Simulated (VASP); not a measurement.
# TaPAu3 (P4mm) in VASP: a series of runs

Runs on TaPAu3. Level: PBE. Tasks: single point, relaxation of cell and atoms.

All numbers are computed with VASP 6.6.1; they aren't measurements. Logs are shortened: lines on timing, memory, paths and dates and some standing lists are left out, and cuts for length are marked.

## (1) The cell of the first run

It takes space group P4mm (No. 99, tetragonal). Conventional cell: a = 4.908 Å, b = 4.908 Å, c = 5.326 Å, α = 90.00°, β = 90.00°, γ = 90.00°. Ta (site symmetry 4mm) has 6 Au at 2.53 to 2.79 Å within 3.3 Å. Within 3.3 Å of P (site symmetry 4mm) lie 4 Au at 2.49 Å. Au (site symmetry 4mm) has 2 Ta at 2.53 to 2.79 Å and 4 Au at 2.98 Å within 3.3 Å. Within 3.3 Å of Au (site symmetry 2mm) lie 2 P at 2.49 Å and 2 Ta at 2.69 Å and 2 Au at 2.98 Å.

## (2) Single point, PBE

File INCAR:

```
SYSTEM = TaPAu3
  PREC = Accurate
  ENCUT = 520
  EDIFF = 1E-7
  ISMEAR = 0
  SIGMA = 0.1
  LREAL = .FALSE.
  LASPH = .TRUE.
  NELM = 60
  ALGO = Normal
  ISIF = 2
  LWAVE = .FALSE.
  LCHARG = .TRUE.
  GGA = PE
  LELF = .TRUE.
  LVHAR = .TRUE.
  NBANDS = 32
```

File KPOINTS:

```
regular mesh
0
G
  4 4 4
  0 0 0
```

File POSCAR:

```
TaPAu3
1.0
    4.9079428904      0.0000000000      0.0000000000
    0.0000000000      4.9079428904      0.0000000000
    0.0000000000      0.0000000000      5.3261254181
Ta P Au
1 1 3
Direct
    0.5000000000      0.5000000000      0.5360965249
    0.0000000000      0.0000000000      0.2515819322
    0.5000000000      0.5000000000      1.0116198779
    0.0000000000      0.5000000000      0.3303508325
    0.5000000000      0.0000000000      0.3303508325
```

Potentials or basis: VASP PAW PBE potentials, release 64 (Ta_pv, P, Au).

On the command line:

```
$ cat potpaw_PBE.64/Ta_pv/POTCAR potpaw_PBE.64/P/POTCAR potpaw_PBE.64/Au/POTCAR > POTCAR
$ mpirun -np 1 vasp_std > vasp.out
```

OUTCAR:

```text
SYSTEM = TaPAu3
   PREC = Accurate
   ENCUT = 520
   EDIFF = 1E-7
   ISMEAR = 0
   LREAL = .FALSE.
   LASPH = .TRUE.
   NELM = 60
   ISIF = 2
   GGA = PE

 ion  position               nearest neighbor table
   1  0.500  0.500  0.536-   3 2.53   4 2.69   5 2.69   5 2.69   4 2.69   3 2.79
   2  0.000  0.000  0.252-   4 2.49   5 2.49   4 2.49   5 2.49
   3  0.500  0.500  0.012-   1 2.53   1 2.79   4 2.98   5 2.98   5 2.98   4 2.98
   4  0.000  0.500  0.330-   2 2.49   2 2.49   1 2.69   1 2.69   3 2.98   3 2.98   5 3.47   5 3.47
                             5 3.47   5 3.47
   5  0.500  0.000  0.330-   2 2.49   2 2.49   1 2.69   1 2.69   3 2.98   3 2.98   4 3.47   4 3.47
                             4 3.47   4 3.47

  LATTYP: Found a simple tetragonal cell.
 ALAT       =     4.9079428904
 C/A-ratio  =     1.0852052554

  Lattice vectors:

 A1 = (   4.9079428904,   0.0000000000,   0.0000000000)
 A2 = (   0.0000000000,   4.9079428904,   0.0000000000)
 A3 = (   0.0000000000,   0.0000000000,   5.3261254181)

Analysis of symmetry for initial positions (statically):
=====================================================================
 Subroutine PRICEL returns:
 Original cell was already a primitive cell.

 Routine SETGRP: Setting up the symmetry group for a
 simple tetragonal supercell.

 Subroutine GETGRP returns: Found  8 space group operations
 (whereof  8 operations were pure point group operations)
 out of a pool of 16 trial point group operations.

The static configuration has the point symmetry C_4v.

Analysis of symmetry for dynamics (positions and initial velocities):
=====================================================================
 Subroutine PRICEL returns:
 Original cell was already a primitive cell.

 Routine SETGRP: Setting up the symmetry group for a
 simple tetragonal supercell.

 Subroutine GETGRP returns: Found  8 space group operations
 (whereof  8 operations were pure point group operations)
 out of a pool of 16 trial point group operations.

The dynamic configuration has the point symmetry C_4v.

 Subroutine INISYM returns: Found  8 space group operations
 (whereof  8 operations are pure point group operations),
 and found     1 'primitive' translations

----------------------------------------------------------------------------------------

                                     Primitive cell

  volume of cell :     128.2952

  direct lattice vectors                    reciprocal lattice vectors
     4.907942890  0.000000000  0.000000000     0.203751352  0.000000000  0.000000000
     0.000000000  4.907942890  0.000000000     0.000000000  0.203751352  0.000000000
     0.000000000  0.000000000  5.326125418     0.000000000  0.000000000  0.187753746

  length of vectors
     4.907942890  4.907942890  5.326125418     0.203751352  0.203751352  0.187753746

  position of ions in fractional coordinates (direct lattice)
     0.500000000  0.500000000  0.536096525
     0.000000000  0.000000000  0.251581932
     0.500000000  0.500000000  0.011619878
     0.000000000  0.500000000  0.330350833
     0.500000000  0.000000000  0.330350833

  ion indices of the primitive-cell ions
   primitive index   ion index
                 1           1
                 2           2
                 3           3
                 4           4
                 5           5

----------------------------------------------------------------------------------------

 KPOINTS: regular mesh

Automatic generation of k-mesh.
 Grid dimensions read from file:
 generate k-points for:    4    4    4

 Generating k-lattice:

  Cartesian coordinates                     Fractional coordinates (reciprocal lattice)
     0.050937838  0.000000000  0.000000000     0.250000000  0.000000000  0.000000000
     0.000000000  0.050937838  0.000000000     0.000000000  0.250000000  0.000000000
     0.000000000  0.000000000  0.046938437     0.000000000  0.000000000  0.250000000

  Length of vectors
     0.050937838  0.050937838  0.046938437

  Shift w.r.t. Gamma in fractional coordinates (k-lattice)
     0.000000000  0.000000000  0.000000000

 Subroutine IBZKPT returns following result:
 ===========================================

 Found     18 irreducible k-points:

 Following reciprocal coordinates:
            Coordinates               Weight
  0.000000  0.000000  0.000000      1.000000
  0.250000  0.000000  0.000000      4.000000
  0.500000  0.000000  0.000000      2.000000
  0.250000  0.250000  0.000000      4.000000
  0.500000  0.250000  0.000000      4.000000
  0.500000  0.500000  0.000000      1.000000
[... 10 lines left out ...]
  0.500000  0.250000  0.500000      4.000000
  0.500000  0.500000  0.500000      1.000000
   k-points           NKPTS =     18   k-points in BZ     NKDIM =     18   number of bands    NBANDS=     32
   number of dos      NEDOS =    301   number of ions     NIONS =      5
   total plane-waves  NPLWV =  64000
   dimension x,y,z NGX =    40 NGY =   40 NGZ =   40
   dimension x,y,z NGXF=    80 NGYF=   80 NGZF=   80
   ions per type =               1   1   3
   NGX,Y,Z   is equivalent  to a cutoff of  13.55, 13.55, 12.49 a.u.
   NGXF,Y,Z  is equivalent  to a cutoff of  27.10, 27.10, 24.97 a.u.
 SYSTEM =  TaPAu3
   PREC   = accura    normal or accurate (medium, high low for compatibility)
   ISTART =      0    job   : 0-new  1-cont  2-samecut
   ICHARG =      2    charge: 1-file 2-atom 10-const
   ISPIN  =      1    spin polarized calculation?
   LNONCOLLINEAR =      F non collinear calculations
   LSORBIT =      F    spin-orbit coupling
   LASPH  =      T    aspherical Exc in radial PAW
   ENCUT  =  520.0 eV  38.22 Ry    6.18 a.u.   9.13  9.13  9.90*2*pi/ulx,y,z
   NELM   =     60;   NELMIN=  2; NELMDL= -5     # of ELM steps
   EDIFF  = 0.1E-06   stopping-criterion for ELM
   LREAL  =      F    real-space projection
   EDIFFG = 0.1E-05   stopping-criterion for IOM
   NSW    =      0    number of steps for IOM
   IBRION =     -1    ionic relax: 0-MD 1-quasi-New 2-CG
   NFREE  =      0    steps in history (QN), initial steepest desc. (CG)
   ISIF   =      2    stress and relaxation
   ISYM   =      2    0-nonsym 1-usesym 2-fastsym
   POTIM  = 0.5000    time-step for ionic-motion
   TEBEG  =    0.0;   TEEND  =   0.0 temperature during run
   PSTRESS=    0.0 pullay stress
   NELECT =      49.0000    total number of electrons
   NUPDOWN=      -1.0000    fix difference up-down
   EMIN   =  10.00;   EMAX   =-10.00  energy-range for DOS
   EFERMI =   0.00;   METHOD = LEGACY
   ISMEAR =     0;   SIGMA  =   0.10  broadening in eV -4-tet -1-fermi 0-gaus
   EFERMI_NEDOS =   21; number of points for ismear=-14 and -15
   IALGO  =     38    algorithm
   IMIX   =      4    mixing-type and parameters
     AMIX     =   0.40;   BMIX     =  1.00
     AMIX_MAG =   1.60;   BMIX_MAG =  1.00
  volume/ion in A,a.u.               =      25.66       173.16
  Fermi-wavevector in a.u.,A,eV,Ry     =   1.187782  2.244582 19.195453  1.410826
  Thomas-Fermi vector in A             =   2.323926
   LORBIT       =      0    0 simple, 1 ext, 2 COOP (PROOUT), +10 PAW based schemes
   GGA     = PE    functional components
   LHFCALC =     F    Hartree Fock is set to
   AEXX    =    0.0000 exact exchange contribution
   IVDW    =     0    specifies the selected vdW correction
   LEPSILON=     F    determine dielectric tensor
   LRPA    =     F    only Hartree local field effects (RPA)
 non-spin polarized calculation
 Gauss-broadening in eV      SIGMA  =   0.10
  energy-cutoff  :      520.00
  volume of cell :      128.30
 maximum number of plane-waves:      3480
 NGX is ok and might be reduce to    40
   NGX = 19   NGY = 19   NGZ = 19

 number of electron      48.9999995 magnetization

 Free energy of the ion-electron system (eV)
  ---------------------------------------------------
  ext. energy  EPLUGINS =         0.00000000
  ---------------------------------------------------
  free energy    TOTEN  =       -23.53202172 eV

  energy without entropy =      -23.52054799  energy(sigma->0) =      -23.52628486

 E-fermi :   4.2469     XC(G=0):  -9.6912

 val. band max:        4.1512288206   @ k =   0.5000   0.5000   0.2500
 cond. band min:       4.2629233460   @ k =   0.5000   0.0000   0.2500
 fundamental gap:      0.1116945254
 Fermi energy:         4.2468974639

 k-point     1 :       0.0000    0.0000    0.0000
  band No.  band energies     occupation
      1     -31.4556      2.00000
      2     -31.4556      2.00000
      3     -31.2500      2.00000
      4      -7.2962      2.00000
      5      -3.4802      2.00000
      6      -1.9753      2.00000
[... 24 lines left out ...]
     31       7.6156      0.00000
     32       7.6156      0.00000

 k-point     2 :       0.2500    0.0000    0.0000
  band No.  band energies     occupation
      1     -31.4586      2.00000
      2     -31.4557      2.00000
      3     -31.2487      2.00000
      4      -7.0108      2.00000
      5      -3.3194      2.00000
      6      -1.8573      2.00000
[... 24 lines left out ...]
     31       7.2939      0.00000
     32       8.3884      0.00000

 k-point     3 :       0.5000    0.0000    0.0000
  band No.  band energies     occupation
      1     -31.4616      2.00000
      2     -31.4557      2.00000
      3     -31.2475      2.00000
      4      -6.6424      2.00000
      5      -3.2910      2.00000
      6      -2.2401      2.00000
[... 24 lines left out ...]
     31       8.2180      0.00000
     32       8.8679      0.00000

 k-point     4 :       0.2500    0.2500    0.0000
  band No.  band energies     occupation
      1     -31.4587      2.00000
      2     -31.4587      2.00000
      3     -31.2475      2.00000
      4      -6.7190      2.00000
      5      -3.1341      2.00000
      6      -2.1038      2.00000
[... 24 lines left out ...]
     31       7.4417      0.00000
     32       8.8374      0.00000

 k-point     5 :       0.5000    0.2500    0.0000
  band No.  band energies     occupation
      1     -31.4617      2.00000
      2     -31.4588      2.00000
      3     -31.2463      2.00000
      4      -6.3364      2.00000
      5      -3.1307      2.00000
      6      -2.3942      2.00000
[... 374 lines left out ...]
     31       8.1559      0.00000
     32       9.1737      0.00000

 k-point    16 :       0.2500    0.2500    0.5000
  band No.  band energies     occupation
      1     -31.4590      2.00000
      2     -31.4590      2.00000
      3     -31.2640      2.00000
      4      -6.6921      2.00000
      5      -2.4989      2.00000
      6      -2.0144      2.00000
[... 24 lines left out ...]
     31       7.6520      0.00000
     32       7.8068      0.00000

 k-point    17 :       0.5000    0.2500    0.5000
  band No.  band energies     occupation
      1     -31.4620      2.00000
      2     -31.4591      2.00000
      3     -31.2628      2.00000
      4      -6.3174      2.00000
      5      -2.8410      2.00000
      6      -2.2846      2.00000
[... 24 lines left out ...]
     31       7.6333      0.00000
     32       8.1345      0.00000

 k-point    18 :       0.5000    0.5000    0.5000
  band No.  band energies     occupation
      1     -31.4621      2.00000
      2     -31.4621      2.00000
      3     -31.2616      2.00000
      4      -5.9017      2.00000
      5      -2.9594      2.00000
      6      -2.9594      2.00000
[... 24 lines left out ...]
     31       6.5530      0.00000
     32      10.5450      0.00000

------------------------ aborting loop because EDIFF is reached ----------------------------------------

  FORCE on cell =-STRESS in cart. coord.  units (eV):
  Direction    XX          YY          ZZ          XY          YZ          ZX
  --------------------------------------------------------------------------------------
  -------------------------------------------------------------------------------------
  Total       -0.1465416     -0.1465416     -0.0403084      0.0000000      0.0000000      0.0000000
  in kB       -1.8300429     -1.8300429     -0.5033803      0.0000000      0.0000000      0.0000000
  external PRESSURE =      -1.3878220 kB  Pullay stress =       0.0000000 kB

 VOLUME and BASIS-vectors are now :
 -----------------------------------------------------------------------------
  energy-cutoff  :      520.00
  volume of cell :      128.30
      direct lattice vectors                 reciprocal lattice vectors
     4.907942890  0.000000000  0.000000000     0.203751352  0.000000000  0.000000000
     0.000000000  4.907942890  0.000000000     0.000000000  0.203751352  0.000000000
     0.000000000  0.000000000  5.326125418     0.000000000  0.000000000  0.187753746

 POSITION                                       TOTAL-FORCE (eV/Angst)
 -----------------------------------------------------------------------------------
      2.45397      2.45397      2.85532        -0.000000     -0.000000     -0.009400
      0.00000      0.00000      1.33996         0.000000      0.000000      0.001743
      2.45397      2.45397      0.06189         0.000000      0.000000      0.014250
      0.00000      2.45397      1.75949         0.000000      0.000000     -0.003297
      2.45397      0.00000      1.75949         0.000000      0.000000     -0.003297
 -----------------------------------------------------------------------------------
    total drift:                               -0.000000     -0.000000     -0.000021

  FREE ENERGIE OF THE ION-ELECTRON SYSTEM (eV)
  ---------------------------------------------------
  free  energy   TOTEN  =       -23.5320217246 eV

  energy  without entropy=      -23.5205479905  energy(sigma->0) =      -23.52628486
```

Run time: 66 s. Hardware: 1 thread of Intel Xeon Platinum 8488C (Sapphire Rapids), shared host; peak memory 0.28 GiB.

Results:

```yaml
Free_energy: -23.5320 eV
Pressure: -0.1 GPa
Largest_force: 0.014 eV/Å
Band_gap_on_the_k_mesh: zero (an odd number of electrons rules out a gap without spin polarisation)
```

Forces on the atoms (eV/Å):
```
Ta   0.000  0.000 -0.009
P    0.000  0.000  0.002
Au   0.000  0.000  0.014
Au   0.000  0.000 -0.003
Au   0.000  0.000 -0.003
```

Caveat: spin-orbit coupling is left out, which moves the levels of the heavy elements.

## (3) Relaxation of cell and atoms, PBE

This run uses another cell than the first one, of 15.33 Å³/atom.

File INCAR:

```
PREC = Accurate ; ENCUT = 600
EDIFF = 1E-6 ; ISMEAR = 0
SIGMA = 0.1 ; LREAL = False
LASPH = True ; NELM = 100
ALGO = Normal ; ISIF = 3
LWAVE = False ; LCHARG = False
GGA = PE ; IBRION = 2
NSW = 90 ; EDIFFG = -0.04
```

File KPOINTS:

```
regular mesh
0
Gamma
  4 4 4
```

File POSCAR:

```
TaPAu3
1.0
    4.2299210185      0.0000000000      0.0000000000
    0.0000000000      4.2299210185      0.0000000000
    0.0000000000      0.0000000000      4.2829275476
Ta P Au
1 1 3
Direct
    0.5000000000      0.5000000000      0.5150000000
    0.0000000000      0.0000000000      0.0000000000
    0.5000000000      0.5000000000      0.9750000000
    0.0000000000      0.5000000000      0.4850000000
    0.5000000000      0.0000000000      0.4850000000
```

Potentials or basis: VASP PAW PBE potentials, release 64 (Ta_pv, P, Au).

On the command line:

```
$ cat potpaw_PBE.64/Ta_pv/POTCAR potpaw_PBE.64/P/POTCAR potpaw_PBE.64/Au/POTCAR > POTCAR
$ mpirun -np 1 vasp_std > vasp.out
```

Wall time 26 min (1 thread of Intel Xeon Platinum 8488C (Sapphire Rapids), shared host); peak memory 0.25 GiB.

The run converged. Its results:

```
Free energy                           : -23.4020 eV
Relaxed volume                        : 22.09 Å³/atom
Relaxed cell                          : a = 4.189 Å, b = 4.189 Å, c = 6.294 Å, α = 90.00°, β = 90.00°, γ = 90.00°
Space group after relaxing (to 0.1 Å) : P4mm (No. 99)
Pressure after relaxing               : -0.1 GPa
Largest force after relaxing          : 0.015 eV/Å
Band gap on the k mesh                : zero (an odd number of electrons rules out a gap without spin polarisation)
```

Forces on the atoms (eV/Å):
```
Ta   0.000  0.000  0.004
P    0.000  0.000 -0.014
Au   0.000  0.000  0.015
Au   0.000  0.000 -0.002
Au   0.000  0.000 -0.002
```

Stress tensor (GPa, compression positive):
```
-0.04  0.00  0.00
 0.00 -0.04  0.00
 0.00  0.00 -0.20
```

Final structure:
```
Ta P Au
1.0
     4.18921    0.00000    0.00000
     0.00000    4.18921    0.00000
     0.00000    0.00000    6.29419
Ta P Au
1 1 3
Cartesian
  2.0946 2.0946 3.8968
  0.0000 0.0000 0.4781
  2.0946 2.0946 0.1598
  0.0000 2.0946 2.3274
  2.0946 0.0000 2.3274
```

Levels at points of the mesh, in eV from the Fermi level:
```tsv
k point	band 21	band 22	band 23	band 24	band 25	band 26	band 27	band 28	band 29
(0.00, 0.00, 0.00)	-2.68	-1.33	-1.22	-1.22	-0.71	0.91	0.91	0.92	2.49
(0.50, 0.00, 0.00)	-3.03	-2.48	-0.47	-0.05	0.36	0.94	1.32	1.45	1.51
(0.50, 0.50, 0.00)	-2.39	-2.39	-2.01	-0.68	-0.68	0.34	0.73	1.49	1.76
(0.00, 0.00, 0.50)	-1.85	-1.64	-1.64	-1.23	-0.66	0.95	0.97	0.97	1.36
(0.50, 0.00, 0.50)	-3.39	-3.08	-0.24	0.07	0.47	0.61	1.13	1.53	1.56
(0.50, 0.50, 0.50)	-2.63	-2.63	-2.51	-1.88	-0.61	-0.61	1.19	1.61	1.63
```

Caveat: the k points lie up to 0.37 Å⁻¹ apart in the final cell, too coarse for converged energies and pressures of a metal; the volume moved by over 15 % at a fixed basis, so the end points are rough; spin-orbit coupling is left out, which moves the levels of the heavy elements.

(Continued in part 2 of 2.)

The gap in the log of VASP goes by the Fermi energy; the results here count the filled bands.